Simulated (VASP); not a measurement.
SiC, 2 atoms in the cell. Symmetry: I-4m2, No. 119, tetragonal system. Conventional cell: a = 2.893 Å, b = 2.893 Å, c = 4.910 Å, α = 90.00°, β = 90.00°, γ = 90.00°. Within 2.5 Å of Si (site symmetry -4m2) lie 4 C at 1.90 Å. Within 2.5 Å of C (site symmetry -4m2) lie 4 Si at 1.90 Å.  This cell differs from its parent crystal: ratio of the length along z to the lengths across it x 1.2, volume and fractional coordinates fixed.

| Quantity | Value |
| --- | --- |
| Program | VASP 6.6.1 |
| Task | single point |
| Functional | r2SCAN |
| Potentials or basis | VASP PAW PBE potentials, release 64 (Si, C) |
| Cutoff | 520 eV |
| k mesh | 12 × 12 × 12 |
| Occupations | gaussian, width 0.05 eV |
| Spin | no spin polarisation |
| Dipole correction | no |
| Further INCAR settings | ALGO = Normal; EDIFF = 1e-06; NBANDS = 11 |

Potentials or basis: VASP PAW PBE potentials, release 64 (Si, C).

Run with:

```bash
$ cat potpaw_PBE.64/Si/POTCAR potpaw_PBE.64/C/POTCAR > POTCAR
$ cp INCAR.step1 INCAR
$ mpirun -np 1 vasp_std > vasp.out
$ cp INCAR.step2 INCAR
$ mpirun -np 1 vasp_std > vasp.out
```

Hardware: 1 thread of Intel(R) Xeon(R) 6975P-C (Granite Rapids), with other jobs on the host.

**Question.** How long does it take, and how much memory?

**Answer.** Wall time 41 s on 1 thread of Intel(R) Xeon(R) 6975P-C (Granite Rapids) (shared host), peak memory 0.16 GiB. Counts: k points 163.
